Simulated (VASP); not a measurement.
Input of a VASP 6.6.1 run:

The input INCAR:

```
PREC = Accurate ; ENCUT = 520
EDIFF = 1E-6 ; ISMEAR = -1
SIGMA = 0.05 ; LREAL = False
LASPH = True ; NELM = 80
ALGO = Normal ; ISIF = 2
LWAVE = False ; LCHARG = False
GGA = PE ; NBANDS = 26
```

File KPOINTS:

```
Automatic mesh
0
Gamma
  6 6 4
```

The input POSCAR:

```
ZnS
1.0
    3.6966700000      0.0000000000      0.0000000000
   -1.8483350000      3.2014103100      0.0000000000
    0.0000000000      0.0000000000      6.6255712616
Zn S
2 2
Direct
    0.3333333333      0.6666666667      0.0000000000
    0.6666666667      0.3333333333      0.5000000000
    0.3333333333      0.6666666667      0.3850000000
    0.6666666667      0.3333333333      0.8850000000
```

Potentials or basis: VASP PAW PBE potentials, release 64 (Zn, S).

Run with:

```console
$ cat potpaw_PBE.64/Zn/POTCAR potpaw_PBE.64/S/POTCAR > POTCAR
$ mpirun -np 1 vasp_std > vasp.out
```

Problem. Predict the largest force.

Solution. 0.642 eV/Å.

Problem. Estimate the band gap on the k mesh.

Solution. 2.00 eV, direct.

Problem. Predict the pressure.

Solution. 4.3 GPa.

Forces on the atoms (eV/Å):
```
Zn   0.000  0.000  0.642
Zn   0.000  0.000  0.642
S    0.000  0.000 -0.642
S    0.000  0.000 -0.642
```

PBE gaps usually lie below the measured ones, often by a third to a half.
